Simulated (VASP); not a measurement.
TiB2:

```xyz
3
Lattice="3.0691 0.0000 0.0000 -1.5345 2.6579 0.0000 0.0000 0.0000 3.2709" Properties=species:S:1:pos:R:3 pbc="T T T"
Ti    0.0000    0.0000    0.0000
B     1.5345    0.8860    1.6354
B     0.0000    1.7719    1.6354
```

Base run:

```yaml
Program: VASP 6.6.1
Functional: PBEsol
Potentials_or_basis: VASP PAW PBE potentials, release 64 (Ti_sv, B)
Cutoff: 520 eV
k_mesh: 10 × 10 × 8
Occupations: fermi-dirac, width 0.05 eV
Spin: no spin polarisation
```

Its results: band gap on the k mesh zero (band 9 reaches 9.83 eV, above the bottom of band 10 at 9.30 eV); pressure -13.7 GPa.

Q: The run is repeated on the same cell with these changes: functional from PBEsol to r2SCAN. What comes out?

A: Band gap on the k mesh zero (band 9 reaches 10.14 eV, above the bottom of band 10 at 9.51 eV); pressure -9.8 GPa.

Caveats: the PAW data sets were made with another functional, which shifts forces and pressure a little.
